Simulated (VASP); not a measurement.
Runs of VASP 6.6.1 on TePb. The structure is that of space group Fm-3m (No. 225), or close to it. The cells are those of the table. 

```csv
task,cell,cutoff (eV),gap on the mesh (eV),pressure (GPa)
single point,"a = 4.466 Å, angles 60.0°, 2 atoms",520,0.57,5.9
relaxation of cell and atoms,"relaxed from a = 4.569 Å, angles 60.0°, 2 atoms",600,0.83,0.0
relaxation of cell and atoms,"relaxed to 6 GPa from a = 4.569 Å, angles 60.0°, 2 atoms",600,0.57,6.0
relaxation of cell and atoms,"relaxed to 2 GPa from a = 4.569 Å, angles 60.0°, 2 atoms",600,0.74,2.0
relaxation of cell and atoms,"relaxed to 4 GPa from a = 4.569 Å, angles 60.0°, 2 atoms",600,0.65,4.0
relaxation of cell and atoms,"relaxed to 8 GPa from a = 4.569 Å, angles 60.0°, 2 atoms",600,0.49,8.0
single point,"a = 4.422 Å, angles 60.0°, 2 atoms",520,0.49,(b)
single point,"a = 4.574 Å, angles 60.0°, 2 atoms",520,0.74,(a)
```

Alike in all rows: level PBE; potentials or basis VASP PAW PBE potentials, release 64 (Te, Pb_d); no spin polarisation; k mesh 6 × 6 × 6; smearing gaussian 0.01 eV.

**Question.** Estimate the missing entries.

**Answer.** (a) 1.9; (b) 7.9.

Caveats: spin-orbit coupling is left out, which moves the levels of the heavy elements; the cell is relaxed towards a set pressure, so the enthalpy falls and the energy may rise (some runs).

A k mesh can miss the band edges, and the runs leave out spin-orbit coupling on Pb, Te.
